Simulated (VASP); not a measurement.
# Ti (Fd-3m) in VASP: further runs, part 2 of 2

VASP 6.6.1. The steps go on from the part before.

**5. Single point, BLYP**

This run uses another cell than the first one, of 24.71 Å³/atom, 0.962 times its volume.

File INCAR:

```
PREC     = Accurate       # precision mode
ENCUT    = 520            # plane-wave cutoff, eV
EDIFF    = 1E-6           # SCF threshold, eV
ISMEAR   = -1             # smearing method
SIGMA    = 0.1            # smearing width, eV
LREAL    = False          # projectors in reciprocal space
LASPH    = True           # aspherical terms in the spheres
NELM     = 100            # most SCF steps
ALGO     = Normal         # electronic algorithm
ISIF     = 2              # what is computed and relaxed
LWAVE    = False          # write WAVECAR
LCHARG   = False          # write CHGCAR
GGA      = B5             # functional
ALDAX    = 1.0          
AGGAX    = 1.0          
AGGAC    = 1.0          
ALDAC    = 0.0          
NBANDS   = 19             # bands
```

File KPOINTS:

```
Automatic mesh
0
Gamma
  15 15 15
```

File POSCAR:

```
Ti
1.0
    0.0000000000      2.9128345859      2.9128345859
    2.9128345859      0.0000000000      2.9128345859
    2.9128345859      2.9128345859      0.0000000000
Ti
2
Direct
    0.1250000000      0.1250000000      0.1250000000
    0.8750000000      0.8750000000      0.8750000000
```

Potentials or basis: VASP PAW PBE potentials, release 64 (Ti_sv).

On the command line:

```
cat potpaw_PBE.64/Ti_sv/POTCAR > POTCAR
mpirun -np 1 vasp_std > vasp.out
```

OUTCAR:

```text
PREC = Accurate
   ENCUT = 520
   EDIFF = 1E-6
   ISMEAR = -1
   LREAL = False
   LASPH = True
   NELM = 100
   ISIF = 2
   GGA = B5

 ion  position               nearest neighbor table
   1  0.125  0.125  0.125-   2 2.52   2 2.52   2 2.52   2 2.52
   2  0.875  0.875  0.875-   1 2.52   1 2.52   1 2.52   1 2.52

  LATTYP: Found a face centered cubic cell.
 ALAT       =     5.8256691718

  Lattice vectors:

 A1 = (   0.0000000000,   2.9128345859,   2.9128345859)
[... 714 lines left out ...]

------------------------ aborting loop because EDIFF is reached ----------------------------------------

  FORCE on cell =-STRESS in cart. coord.  units (eV):
  Direction    XX          YY          ZZ          XY          YZ          ZX
  --------------------------------------------------------------------------------------
  -------------------------------------------------------------------------------------
  Total        0.0015442      0.0015442      0.0015442      0.0000000      0.0000000      0.0000000
  in kB        0.0500548      0.0500548      0.0500548      0.0000000      0.0000000      0.0000000
  external PRESSURE =       0.0500548 kB  Pullay stress =       0.0000000 kB

 VOLUME and BASIS-vectors are now :
 -----------------------------------------------------------------------------
  energy-cutoff  :      520.00
  volume of cell :       49.43
      direct lattice vectors                 reciprocal lattice vectors
     0.000000000  2.912834586  2.912834586    -0.171654100  0.171654100  0.171654100
     2.912834586  0.000000000  2.912834586     0.171654100 -0.171654100  0.171654100
     2.912834586  2.912834586  0.000000000     0.171654100  0.171654100 -0.171654100

 POSITION                                       TOTAL-FORCE (eV/Angst)
 -----------------------------------------------------------------------------------
      0.72821      0.72821      0.72821         0.000000      0.000000      0.000000
      5.09746      5.09746      5.09746        -0.000000     -0.000000     -0.000000
 -----------------------------------------------------------------------------------
    total drift:                                0.000000      0.000000     -0.000000

  FREE ENERGIE OF THE ION-ELECTRON SYSTEM (eV)
  ---------------------------------------------------
  free  energy   TOTEN  =        -9.6333148121 eV

  energy  without entropy=       -9.3995908976  energy(sigma->0) =       -9.51645285
```

Run time: 1.7 min. Hardware: 1 thread of Intel Xeon Platinum 8259CL at 2.50GHz (Skylake/Cascade Lake), shared host; peak memory 0.23 GiB.

Results:

- Free energy: -9.6333 eV
- Pressure: 0.0 GPa
- Band gap on the k mesh: zero (band 12 reaches 5.25 eV, above the bottom of band 13 at 5.07 eV)

Levels at points of the mesh, in eV from the Fermi level:
```tsv
k point	band 8	band 9	band 10	band 11	band 12	band 13	band 14	band 15	band 16	band 17
(0.00, 0.00, 0.00)	-32.44	-4.47	-0.50	-0.50	-0.12	-0.12	-0.12	1.57	1.57	1.57
```

Caveat: the PAW data sets were made with another functional, which shifts forces and pressure a little.

**6. Relaxation of cell and atoms, BLYP**

This run uses another cell than the first one, of 23.84 Å³/atom, 0.927 times its volume.

File INCAR:

```
SYSTEM = Ti
  PREC = Accurate
  ENCUT = 600
  EDIFF = 1E-7
  ISMEAR = -1
  SIGMA = 0.1
  LREAL = .False.
  LASPH = .True.
  NELM = 80
  ALGO = Normal
  ISIF = 3
  LWAVE = .False.
  LCHARG = .False.
  GGA = B5
  ALDAX = 1.0
  AGGAX = 1.0
  AGGAC = 1.0
  ALDAC = 0.0
  IBRION = 2
  NSW = 80
  EDIFFG = -0.01
```

File KPOINTS:

```
regular mesh
0
Gamma
  10 10 10
  0 0 0
```

File POSCAR:

```
Ti
1.0
    0.0000000000      2.8780170575      2.8780170575
    2.8780170575      0.0000000000      2.8780170575
    2.8780170575      2.8780170575      0.0000000000
Ti
2
Direct
    0.1250000000      0.1250000000      0.1250000000
    0.8750000000      0.8750000000      0.8750000000
```

Potentials or basis: VASP PAW PBE potentials, release 64 (Ti_sv).

On the command line:

```
cat potpaw_PBE.64/Ti_sv/POTCAR > POTCAR
mpirun -np 1 vasp_std > vasp.out
```

Wall time 3.8 min (1 thread of Intel Xeon Platinum 8259CL at 2.50GHz (Skylake/Cascade Lake), shared host); peak memory 0.23 GiB.

Results (log left out):

```
Free energy                            : -9.6329 eV
Relaxed volume                         : 24.72 Å³/atom
Relaxed cell                           : a = 4.120 Å, b = 4.120 Å, c = 4.120 Å, α = 60.00°, β = 60.00°, γ = 60.00°
Space group after relaxing (to 0.05 Å) : Fd-3m (No. 227)
Energy gained by relaxing              : 2.9 meV/atom
Ionic steps                            : 4
Pressure after relaxing                : 0.0 GPa
Band gap on the k mesh                 : zero (band 12 reaches 5.23 eV, above the bottom of band 13 at 5.06 eV)
```

The path:
| step | energy change (eV) | largest force (eV/Å) | pressure (GPa) | volume (Å³) |
| --- | --- | --- | --- | --- |
| 1 | 0.0000 | 0.0000 | 1.03 | 47.68 |
| 2 | -0.0049 | 0.0000 | 0.39 | 48.75 |
| 3 | -0.0057 | 0.0000 | 0.09 | 49.29 |
| 4 | -0.0058 | 0.0000 | 0.00 | 49.45 |

Final structure:
```cif
data_structure
_symmetry_space_group_name_H-M 'P 1'
_symmetry_Int_Tables_number 1
_cell_length_a 4.1199
_cell_length_b 4.1199
_cell_length_c 4.1199
_cell_angle_alpha 60.000
_cell_angle_beta 60.000
_cell_angle_gamma 60.000
_cell_volume 49.45
loop_
_atom_site_label
_atom_site_type_symbol
_atom_site_fract_x
_atom_site_fract_y
_atom_site_fract_z
_atom_site_occupancy
Ti1 Ti 0.12500 0.12500 0.12500 1
Ti2 Ti 0.87500 0.87500 0.87500 1
```

Levels at points of the mesh, in eV from the Fermi level:
| k point | band 8 | band 9 | band 10 | band 11 | band 12 | band 13 | band 14 | band 15 | band 16 |
| --- | --- | --- | --- | --- | --- | --- | --- | --- | --- |
| (0.00, 0.00, 0.00) | -32.44 | -4.47 | -0.50 | -0.50 | -0.12 | -0.12 | -0.12 | 1.56 | 1.56 |
| (0.50, 0.00, 0.00) | -32.37 | -1.78 | -1.03 | -0.47 | -0.47 | -0.08 | -0.08 | 0.36 | 2.29 |
| (0.50, 0.50, 0.00) | -32.29 | -1.46 | -1.46 | 0.02 | 0.02 | 0.03 | 0.03 | 1.45 | 1.45 |

Caveat: the PAW data sets were made with another functional, which shifts forces and pressure a little.

**7. The runs side by side**

| task | cell | k mesh | cutoff (eV) | gap on the mesh (eV) | pressure (GPa) |
| --- | --- | --- | --- | --- | --- |
| single point | a = 4.174 Å, angles 60.0°, 2 atoms | 11 × 11 × 11 | 520 | none | -0.9 |
| single point | a = 4.226 Å, angles 60.0°, 2 atoms | 11 × 11 × 11 | 520 | none | -1.7 |
| single point | a = 4.278 Å, angles 60.0°, 2 atoms | 11 × 11 × 11 | 520 | none | -2.3 |
| single point | a = 4.119 Å, angles 60.0°, 2 atoms | 15 × 15 × 15 | 520 | none | 0.0 |
| relaxation of cell and atoms | relaxed from a = 4.070 Å, angles 60.0°, 2 atoms | 10 × 10 × 10 | 600 | none | 0.0 |

Alike in all rows: level BLYP; potentials or basis VASP PAW PBE potentials, release 64 (Ti_sv); no spin polarisation; smearing fermi-dirac 0.1 eV.

Caveats: the PAW data sets were made with another functional, which shifts forces and pressure a little.

Total energies depend on the potentials used, so only differences within one code and one set of settings carry meaning.
